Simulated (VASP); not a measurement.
Wanted: the native input for a VASP 6.6.1 run.

```yaml
Task: relaxation of cell and atoms
Functional: PBEsol
Dispersion: D4
Potentials_or_basis: VASP PAW PBE potentials, release 64 (Ge_d, Ga_d)
Cutoff: 600 eV
k_mesh: 8 × 8 × 8
Occupations: fermi-dirac, width 0.05 eV
Spin: no spin polarisation
Dipole_correction: no
Further_INCAR_settings: ALGO = Normal; EDIFF = 1e-06; IBRION = 2; EDIFFG = -0.01; NSW = 60; ISIF = 3
```

The structure of GaGe lies in POSCAR:

```
GaGe
1.0
    0.0000000000      2.8978440000      2.8978440000
    2.8978440000      0.0000000000      2.8978440000
    2.8978440000      2.8978440000      0.0000000000
Ge Ga
1 1
Direct
    0.0000000000      0.0000000000      0.0000000000
    0.2500000000      0.2500000000      0.2500000000
```

The input as run:

INCAR

```
PREC     = Accurate       # precision mode
ENCUT    = 600            # plane-wave cutoff, eV
EDIFF    = 1E-6           # SCF threshold, eV
ISMEAR   = -1             # smearing method
SIGMA    = 0.05           # smearing width, eV
LREAL    = F              # projectors in reciprocal space
LASPH    = T              # aspherical terms in the spheres
NELM     = 80             # most SCF steps
ALGO     = Normal         # electronic algorithm
ISIF     = 3              # what is computed and relaxed
LWAVE    = F              # write WAVECAR
LCHARG   = F              # write CHGCAR
GGA      = PS             # functional
IVDW     = 13             # dispersion correction
IBRION   = 2              # ionic algorithm
NSW      = 60             # ionic steps
EDIFFG   = -0.01          # ionic threshold
```

KPOINTS

```
Automatic mesh
0
Gamma
  8 8 8
```

Potentials or basis: VASP PAW PBE potentials, release 64 (Ge_d, Ga_d).

The run is started by

```bash
$ cat potpaw_PBE.64/Ge_d/POTCAR potpaw_PBE.64/Ga_d/POTCAR > POTCAR
$ mpirun -np 1 vasp_std > vasp.out
```

Results of the run:

The relaxed volume is 22.71 Å³/atom, the relaxed cell is a = 4.005 Å, b = 4.005 Å, c = 4.005 Å, α = 60.00°, β = 60.00°, γ = 60.00° and the space group after relaxing (to 0.1 Å) is F-43m (No. 216). The energy gained by relaxing is 19.9 meV/atom, the ionic steps are 7 and the pressure after relaxing is -0.1 GPa. The band gap on the k mesh is zero (an odd number of electrons rules out a gap without spin polarisation). The dispersion energy per atom is -0.208 eV.

Caveat: the PAW data sets were made with another functional, which shifts forces and pressure a little.

Wall time 2.1 min on 1 thread of Intel Xeon 8259CL, on a shared host, peak memory 0.23 GiB.
